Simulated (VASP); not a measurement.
# CdF2 (Fm-3m) in VASP: a series of runs

Runs on CdF2. Level: PBEsol+D3(BJ). Tasks: single point.

Program: VASP 6.6.1. These are calculated values, not measurements. Logs are shortened: lines on timing, memory, paths and dates and some standing lists are left out, and cuts for length are marked.

## Step 1: The cell of the first run

It takes space group Fm-3m (No. 225, cubic). The conventional cell has a = 5.320 Å, b = 5.320 Å, c = 5.320 Å, α = 90.00°, β = 90.00°, γ = 90.00°. Cd (site symmetry m-3m) has 8 F at 2.30 Å within 3.0 Å. F (site symmetry -43m) has 4 Cd at 2.30 Å and 6 F at 2.66 Å within 3.0 Å.

## Step 2: Single point, PBEsol+D3(BJ) (volume scaled by 0.98)

Contents of INCAR:

```
SYSTEM = CdF2
PREC     = Accurate       ! precision mode
ENCUT    = 520            ! plane-wave cutoff, eV
EDIFF    = 1E-6           ! SCF threshold, eV
ISMEAR   = 0              ! smearing method
SIGMA    = 0.05           ! smearing width, eV
LREAL    = .FALSE.        ! projectors in reciprocal space
LASPH    = .TRUE.         ! aspherical terms in the spheres
NELM     = 60             ! most SCF steps
ALGO     = Normal         ! electronic algorithm
ISIF     = 2              ! what is computed and relaxed
LWAVE    = .FALSE.        ! write WAVECAR
LCHARG   = .FALSE.        ! write CHGCAR
GGA      = PS             ! functional
IVDW     = 12             ! dispersion correction
NBANDS   = 20             ! bands
```

Contents of KPOINTS:

```
Automatic mesh
0
G
  8 8 8
  0 0 0
```

Contents of POSCAR:

```
CdF2
1.0
    0.0000000000      2.6598329704      2.6598329704
    2.6598329704      0.0000000000      2.6598329704
    2.6598329704      2.6598329704      0.0000000000
Cd F
1 2
Direct
    0.0000000000      0.0000000000      0.0000000000
    0.2500000000      0.2500000000      0.2500000000
    0.7500000000      0.7500000000      0.7500000000
```

Potentials or basis: VASP PAW PBE potentials, release 64 (Cd, F).

On the command line:

```
cat potpaw_PBE.64/Cd/POTCAR potpaw_PBE.64/F/POTCAR > POTCAR
mpirun -np 1 vasp_std > vasp.out
```

OUTCAR:

```text
SYSTEM = CdF2
   PREC = Accurate
   ENCUT = 520
   EDIFF = 1E-6
   ISMEAR = 0
   LREAL = .FALSE.
   LASPH = .TRUE.
   NELM = 60
   ISIF = 2
   GGA = PS
   IVDW = 12
 IVDW          = 12

 ion  position               nearest neighbor table
   1  0.000  0.000  0.000-   3 2.30   3 2.30   3 2.30   2 2.30   3 2.30   2 2.30   2 2.30   2 2.30

   2  0.250  0.250  0.250-   1 2.30   1 2.30   1 2.30   1 2.30
   3  0.750  0.750  0.750-   1 2.30   1 2.30   1 2.30   1 2.30

  LATTYP: Found a face centered cubic cell.
 ALAT       =     5.3196659408

  Lattice vectors:

 A1 = (   0.0000000000,   2.6598329704,   2.6598329704)
 A2 = (   2.6598329704,   0.0000000000,   2.6598329704)
 A3 = (   2.6598329704,   2.6598329704,   0.0000000000)

Analysis of symmetry for initial positions (statically):
=====================================================================
 Subroutine PRICEL returns:
 Original cell was already a primitive cell.

 Routine SETGRP: Setting up the symmetry group for a
 face centered cubic supercell.

 Subroutine GETGRP returns: Found 48 space group operations
[... 9 lines left out ...]

 Routine SETGRP: Setting up the symmetry group for a
 face centered cubic supercell.

 Subroutine GETGRP returns: Found 48 space group operations
[... 11 lines left out ...]
                                     Primitive cell

  volume of cell :      37.6351

  direct lattice vectors                    reciprocal lattice vectors
     0.000000000  2.659832970  2.659832970    -0.187981729  0.187981729  0.187981729
     2.659832970  0.000000000  2.659832970     0.187981729 -0.187981729  0.187981729
     2.659832970  2.659832970  0.000000000     0.187981729  0.187981729 -0.187981729

  length of vectors
     3.761571860  3.761571860  3.761571860     0.325593905  0.325593905  0.325593905

  position of ions in fractional coordinates (direct lattice)
     0.000000000  0.000000000  0.000000000
     0.250000000  0.250000000  0.250000000
     0.750000000  0.750000000  0.750000000

  ion indices of the primitive-cell ions
   primitive index   ion index
                 1           1
                 2           2
                 3           3

----------------------------------------------------------------------------------------

 KPOINTS: Automatic mesh

Automatic generation of k-mesh.
 Grid dimensions read from file:
 generate k-points for:    8    8    8

 Generating k-lattice:

  Cartesian coordinates                     Fractional coordinates (reciprocal lattice)
    -0.023497716  0.023497716  0.023497716     0.125000000  0.000000000  0.000000000
     0.023497716 -0.023497716  0.023497716     0.000000000  0.125000000  0.000000000
     0.023497716  0.023497716 -0.023497716     0.000000000  0.000000000  0.125000000

  Length of vectors
     0.040699238  0.040699238  0.040699238

  Shift w.r.t. Gamma in fractional coordinates (k-lattice)
     0.000000000  0.000000000  0.000000000

 Subroutine IBZKPT returns following result:
 ===========================================

 Found     29 irreducible k-points:

 Following reciprocal coordinates:
            Coordinates               Weight
  0.000000  0.000000  0.000000      1.000000
  0.125000  0.000000  0.000000      8.000000
  0.250000  0.000000  0.000000      8.000000
  0.375000  0.000000  0.000000      8.000000
  0.500000  0.000000  0.000000      4.000000
  0.125000  0.125000  0.000000      6.000000
[... 16 lines left out ...]
  0.500000  0.250000  0.125000     48.000000
 -0.375000  0.250000  0.125000     24.000000
 [... further k-points ...]
   k-points           NKPTS =     29   k-points in BZ     NKDIM =     29   number of bands    NBANDS=     20
   number of dos      NEDOS =    301   number of ions     NIONS =      3
   total plane-waves  NPLWV =  21952
   dimension x,y,z NGX =    28 NGY =   28 NGZ =   28
   dimension x,y,z NGXF=    56 NGYF=   56 NGZF=   56
   ions per type =               1   2
   NGX,Y,Z   is equivalent  to a cutoff of  12.37, 12.37, 12.37 a.u.
   NGXF,Y,Z  is equivalent  to a cutoff of  24.75, 24.75, 24.75 a.u.
 SYSTEM =  CdF2
   PREC   = accura    normal or accurate (medium, high low for compatibility)
   ISTART =      0    job   : 0-new  1-cont  2-samecut
   ICHARG =      2    charge: 1-file 2-atom 10-const
   ISPIN  =      1    spin polarized calculation?
   LNONCOLLINEAR =      F non collinear calculations
   LSORBIT =      F    spin-orbit coupling
   LASPH  =      T    aspherical Exc in radial PAW
   ENCUT  =  520.0 eV  38.22 Ry    6.18 a.u.   6.99  6.99  6.99*2*pi/ulx,y,z
   NELM   =     60;   NELMIN=  2; NELMDL= -5     # of ELM steps
   EDIFF  = 0.1E-05   stopping-criterion for ELM
   LREAL  =      F    real-space projection
   EDIFFG = 0.1E-04   stopping-criterion for IOM
   NSW    =      0    number of steps for IOM
   IBRION =     -1    ionic relax: 0-MD 1-quasi-New 2-CG
   NFREE  =      0    steps in history (QN), initial steepest desc. (CG)
   ISIF   =      2    stress and relaxation
   ISYM   =      2    0-nonsym 1-usesym 2-fastsym
   POTIM  = 0.5000    time-step for ionic-motion
   TEBEG  =    0.0;   TEEND  =   0.0 temperature during run
   PSTRESS=    0.0 pullay stress
   NELECT =      26.0000    total number of electrons
   NUPDOWN=      -1.0000    fix difference up-down
   EMIN   =  10.00;   EMAX   =-10.00  energy-range for DOS
   EFERMI =   0.00;   METHOD = LEGACY
   ISMEAR =     0;   SIGMA  =   0.05  broadening in eV -4-tet -1-fermi 0-gaus
   EFERMI_NEDOS =   21; number of points for ismear=-14 and -15
   IALGO  =     38    algorithm
   IMIX   =      4    mixing-type and parameters
     AMIX     =   0.40;   BMIX     =  1.00
     AMIX_MAG =   1.60;   BMIX_MAG =  1.00
  volume/ion in A,a.u.               =      12.55        84.66
  Fermi-wavevector in a.u.,A,eV,Ry     =   1.447221  2.734852 28.496712  2.094449
  Thomas-Fermi vector in A             =   2.565201
   LORBIT       =      0    0 simple, 1 ext, 2 COOP (PROOUT), +10 PAW based schemes
   GGA     = PS    functional components
   LHFCALC =     F    Hartree Fock is set to
   AEXX    =    0.0000 exact exchange contribution
   IVDW    =    12    specifies the selected vdW correction
   LEPSILON=     F    determine dielectric tensor
   LRPA    =     F    only Hartree local field effects (RPA)
 non-spin polarized calculation
 Gauss-broadening in eV      SIGMA  =   0.05
  energy-cutoff  :      520.00
  volume of cell :       37.64
 maximum number of plane-waves:      1036
   NGX = 13   NGY = 13   NGZ = 13

 number of electron      26.0000015 magnetization

 Free energy of the ion-electron system (eV)
  ---------------------------------------------------
  ext. energy  EPLUGINS =         0.00000000
  ---------------------------------------------------
  free energy    TOTEN  =       -11.56405821 eV

  energy without entropy =      -11.56405821  energy(sigma->0) =      -11.56405821

 E-fermi :  -0.8904     XC(G=0): -10.9238

 val. band max:       -1.1438959163   @ k =  -0.2500   0.5000   0.2500
 cond. band min:       1.8894710794   @ k =   0.0000   0.0000   0.0000
 fundamental gap:      3.0333669957
 Fermi energy:        -0.8903649036

 k-point     1 :       0.0000    0.0000    0.0000
  band No.  band energies     occupation
      1     -22.0876      2.00000
      2     -20.8352      2.00000
      3      -6.9123      2.00000
      4      -6.9123      2.00000
      5      -6.9123      2.00000
      6      -5.4824      2.00000
[... 12 lines left out ...]
     19      18.7995      0.00000
     20      18.7995      0.00000

 k-point     2 :       0.1250    0.0000    0.0000
  band No.  band energies     occupation
      1     -22.0314      2.00000
      2     -20.8873      2.00000
      3      -6.8460      2.00000
      4      -6.8460      2.00000
      5      -6.7268      2.00000
      6      -5.5057      2.00000
[... 12 lines left out ...]
     19      18.4144      0.00000
     20      18.4144      0.00000

 k-point     3 :       0.2500    0.0000    0.0000
  band No.  band energies     occupation
      1     -21.8789      2.00000
      2     -21.0247      2.00000
      3      -6.6914      2.00000
      4      -6.6914      2.00000
      5      -6.2243      2.00000
      6      -5.5275      2.00000
[... 12 lines left out ...]
     19      17.7594      0.00000
     20      18.6001      0.00000

 k-point     4 :       0.3750    0.0000    0.0000
  band No.  band energies     occupation
      1     -21.6702      2.00000
      2     -21.2144      2.00000
      3      -6.5609      2.00000
      4      -6.5609      2.00000
      5      -5.5741      2.00000
      6      -5.4673      2.00000
[... 12 lines left out ...]
     19      17.2799      0.00000
     20      18.0892      0.00000

 k-point     5 :       0.5000    0.0000    0.0000
  band No.  band energies     occupation
      1     -21.4822      2.00000
      2     -21.3928      2.00000
      3      -6.5203      2.00000
      4      -6.5203      2.00000
      5      -5.4026      2.00000
      6      -5.4026      2.00000
[... 12 lines left out ...]
     19      17.1040      0.00000
     20      17.7137      0.00000
[... 353 lines left out ...]
      6      -5.3481      2.00000
[... 12 lines left out ...]
     19      18.5069      0.00000
     20      20.2267      0.00000

 k-point    22 :       0.3750    0.2500    0.1250
  band No.  band energies     occupation
      1     -21.7723      2.00000
      2     -21.1105      2.00000
      3      -6.5496      2.00000
      4      -6.4876      2.00000
      5      -5.8990      2.00000
      6      -5.8362      2.00000
[... 12 lines left out ...]
     19      18.3938      0.00000
     20      20.9358      0.00000

 k-point    23 :       0.5000    0.2500    0.1250
  band No.  band energies     occupation
      1     -21.6035      2.00000
      2     -21.2561      2.00000
      3      -6.4530      2.00000
      4      -6.3114      2.00000
      5      -5.8043      2.00000
      6      -5.4965      2.00000
[... 12 lines left out ...]
     19      17.8540      0.00000
     20      20.9034      0.00000

 k-point    24 :      -0.3750    0.2500    0.1250
  band No.  band energies     occupation
      1     -21.4469      2.00000
      2     -21.4020      2.00000
      3      -6.4206      2.00000
      4      -6.2669      2.00000
      5      -5.5941      2.00000
      6      -5.5416      2.00000
[... 12 lines left out ...]
     19      17.6375      0.00000
     20      21.2200      0.00000

 [... further k-points ...]

------------------------ aborting loop because EDIFF is reached ----------------------------------------

 Edisp (eV)   -0.42656

 E8    (eV) :    -0.2557

  FORCE on cell =-STRESS in cart. coord.  units (eV):
  Direction    XX          YY          ZZ          XY          YZ          ZX
  --------------------------------------------------------------------------------------
  -------------------------------------------------------------------------------------
  Total       0.79628     0.79628     0.79628    -0.00000     0.00000     0.00000
  in kB      33.89892    33.89892    33.89892    -0.00000     0.00000     0.00000
  external pressure =       33.90 kB  Pullay stress =        0.00 kB

 VOLUME and BASIS-vectors are now :
 -----------------------------------------------------------------------------
  energy-cutoff  :      520.00
  volume of cell :       37.64
      direct lattice vectors                 reciprocal lattice vectors
     0.000000000  2.659832970  2.659832970    -0.187981729  0.187981729  0.187981729
     2.659832970  0.000000000  2.659832970     0.187981729 -0.187981729  0.187981729
     2.659832970  2.659832970  0.000000000     0.187981729  0.187981729 -0.187981729

 POSITION                                       TOTAL-FORCE (eV/Angst)
 -----------------------------------------------------------------------------------
      0.00000      0.00000      0.00000         0.000000      0.000000     -0.000000
      1.32992      1.32992      1.32992         0.000000      0.000000      0.000000
      3.98975      3.98975      3.98975        -0.000000     -0.000000     -0.000000
 -----------------------------------------------------------------------------------
    total drift:                                0.000000      0.000000      0.000000

  FREE ENERGIE OF THE ION-ELECTRON SYSTEM (eV)
  ---------------------------------------------------
  free  energy   TOTEN  =       -11.9906172906 eV

  energy  without entropy=      -11.9906172906  energy(sigma->0) =      -11.99061729
```

It took 16 s on 1 thread of Intel Xeon 6975P-C (Granite Rapids), shared host; peak memory 0.17 GiB.

What came out:

* Free energy: -11.9906 eV
* Pressure: 3.4 GPa
* Band gap on the k mesh: 3.03 eV, indirect (least direct gap 3.47 eV)
* Dispersion energy per atom: -0.142 eV

Levels at points of the mesh, in eV from the valence-band top:
| k point | band 9 | band 10 | band 11 | band 12 | band 13 | band 14 | band 15 | band 16 | band 17 | band 18 |
| --- | --- | --- | --- | --- | --- | --- | --- | --- | --- | --- |
| (0.00, 0.00, 0.00) | -1.10 | -1.10 | -0.44 | -0.44 | -0.44 | 3.03 | 12.67 | 12.67 | 12.67 | 17.72 |
| (0.50, 0.00, 0.00) | -2.50 | -2.03 | -2.03 | -0.36 | -0.36 | 7.34 | 9.08 | 14.64 | 14.64 | 18.25 |
| (0.50, 0.50, 0.00) | -3.23 | -3.15 | -0.59 | -0.10 | -0.10 | 8.19 | 9.67 | 11.75 | 14.45 | 14.45 |

Caveat: the PAW data sets were made with another functional, which shifts forces and pressure a little.

## Step 3: Single point, PBEsol+D3(BJ) (volume scaled by 0.96)

Contents of INCAR:

```
SYSTEM = CdF2
  PREC = Accurate
  ENCUT = 520
  EDIFF = 1E-7
  ISMEAR = 0
  SIGMA = 0.05
  LREAL = .FALSE.
  LASPH = .TRUE.
  NELM = 100
  ALGO = Normal
  ISIF = 2
  LWAVE = .FALSE.
  LCHARG = .FALSE.
  GGA = PS
  IVDW = 12
  NBANDS = 20
```

Contents of KPOINTS:

```
regular mesh
0
G
  8 8 8
  0 0 0
```

Contents of POSCAR:

```
CdF2
1.0
    0.0000000000      2.6416143646      2.6416143646
    2.6416143646      0.0000000000      2.6416143646
    2.6416143646      2.6416143646      0.0000000000
Cd F
1 2
Direct
    0.0000000000      0.0000000000      0.0000000000
    0.2500000000      0.2500000000      0.2500000000
    0.7500000000      0.7500000000      0.7500000000
```

Potentials or basis: VASP PAW PBE potentials, release 64 (Cd, F).

On the command line:

```
cat potpaw_PBE.64/Cd/POTCAR potpaw_PBE.64/F/POTCAR > POTCAR
mpirun -np 1 vasp_std > vasp.out
```

Wall time 17 s (1 thread of Intel Xeon 6975P-C (Granite Rapids), shared host); peak memory 0.17 GiB.

It converged, with:

```
Free energy                : -11.9659 eV
Pressure                   : 6.2 GPa
Band gap on the k mesh     : 3.10 eV, indirect (least direct gap 3.51 eV)
Dispersion energy per atom : -0.145 eV
```

Levels at points of the mesh, in eV from the valence-band top:
```tsv
k point	band 10	band 11	band 12	band 13	band 14	band 15	band 16	band 17
(0.00, 0.00, 0.00)	-1.16	-0.41	-0.41	-0.41	3.10	12.76	12.76	12.76
(0.50, 0.00, 0.00)	-2.12	-2.12	-0.35	-0.35	7.50	9.14	14.82	14.82
(0.50, 0.50, 0.00)	-3.17	-0.63	-0.10	-0.10	8.36	9.78	11.79	14.64
```

Caveat: the PAW data sets were made with another functional, which shifts forces and pressure a little. A k mesh can miss the band edges.
